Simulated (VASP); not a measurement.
Set up this calculation in VASP 6.6.1, as the native input.

- Task: single point
- Functional: PBEsol
- Potentials or basis: VASP PAW PBE potentials, release 64 (Ge_d)
- Cutoff: 520 eV
- k mesh: 20 × 20 × 19
- Occupations: fermi-dirac, width 0.1 eV
- Spin: no spin polarisation
- Dipole correction: no
- Further INCAR settings: ALGO = Normal; EDIFF = 1e-07; NBANDS = 13

The structure of Ge lies in POSCAR:

```
Ge
1.0
    2.1263193311      0.0000000000      0.0000000000
   -1.0631596655      1.8414465573      0.0000000000
    0.0000000000      0.0000000000      1.9942209605
Ge
1
Direct
    0.0000000000      0.0000000000      0.0000000000
```

The input as run:

INCAR

```
SYSTEM = Ge
PREC = Accurate
ENCUT = 520
EDIFF = 1E-7
ISMEAR = -1
SIGMA = 0.1
LREAL = .FALSE.
LASPH = .TRUE.
NELM = 80
ALGO = Normal
ISIF = 2
LWAVE = .FALSE.
LCHARG = .FALSE.
GGA = PS
NBANDS = 13
```

KPOINTS

```
regular mesh
0
G
  20 20 19
  0 0 0
```

Potentials or basis: VASP PAW PBE potentials, release 64 (Ge_d).

Run with:

```console
$ cat potpaw_PBE.64/Ge_d/POTCAR > POTCAR
$ mpirun -np 1 vasp_std > vasp.out
```

Results of the run:

```
Pressure               : 475.7 GPa
Band gap on the k mesh : zero (band 7 reaches 33.79 eV, above the bottom of band 8 at 14.71 eV)
```

Caveat: the PAW data sets were made with another functional, which shifts forces and pressure a little.

Wall time 17 s on 1 thread of Intel Xeon 6975P-C, with other jobs on the host, peak memory 0.15 GiB.
